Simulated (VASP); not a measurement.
A run of VASP 6.6.1 is set up as follows.

File INCAR:

```
PREC = Accurate ; ENCUT = 520
EDIFF = 1E-7 ; ISMEAR = 0
SIGMA = 0.1 ; LREAL = False
LASPH = True ; NELM = 60
ALGO = Normal ; ISIF = 2
LWAVE = False ; LCHARG = False
GGA = PE ; NBANDS = 32
```

File KPOINTS:

```
Automatic mesh
0
Gamma
  4 4 2
```

POSCAR

```
Al5N
1.0
    4.7270501031      0.0058837726     -0.0191571205
    0.0155650107      4.9584688602      0.0124825356
    0.1424379452      0.3747378797      8.4498959430
Al N
10 2
Direct
    0.0463541625      0.8253754959      0.1794841396
    0.9746676851      0.3549577778      0.7037594865
    0.9711442439      0.3255914979      0.0340334600
    0.9714582052      0.8353088882      0.5242120800
    0.9755429919      0.3363609031      0.3731121291
    0.9091209708      0.8507199908      0.8661902732
    0.4857745149      0.4578504763      0.2145805976
    0.4502727273      0.0606005456      0.6770357861
    0.4800868190      0.9671322412      0.3636198022
    0.4581755136      0.4713342937      0.8821979396
    0.7632263288      0.6825288684      0.3326053350
    0.5141758370      0.8322390211      0.8491689713
```

Potentials or basis: VASP PAW PBE potentials, release 64 (Al, N).

The run is started by

```sh
$ cat potpaw_PBE.64/Al/POTCAR potpaw_PBE.64/N/POTCAR > POTCAR
$ mpirun -np 1 vasp_std > vasp.out
```

Task: Predict the pressure.

Result: -0.1 GPa.

Task: Predict the largest force.

Result: 0.028 eV/Å.

Task: Predict the band gap on the k mesh.

Result: Zero (bands 20 and 21 overlap by 1.03 eV).

Forces on the atoms (eV/Å):
```
Al  -0.007  0.008  0.009
Al   0.006 -0.006 -0.002
Al   0.001 -0.005 -0.009
Al   0.009  0.013  0.001
Al  -0.016  0.022  0.003
Al   0.003  0.006  0.009
Al   0.003 -0.004  0.003
Al  -0.005  0.001  0.003
Al   0.009 -0.016 -0.003
Al  -0.003 -0.003 -0.003
N    0.003 -0.015 -0.010
N   -0.002 -0.001  0.000
```

Caveat: the k points lie up to 0.37 Å⁻¹ apart, too coarse for converged energies and pressures of a metal.
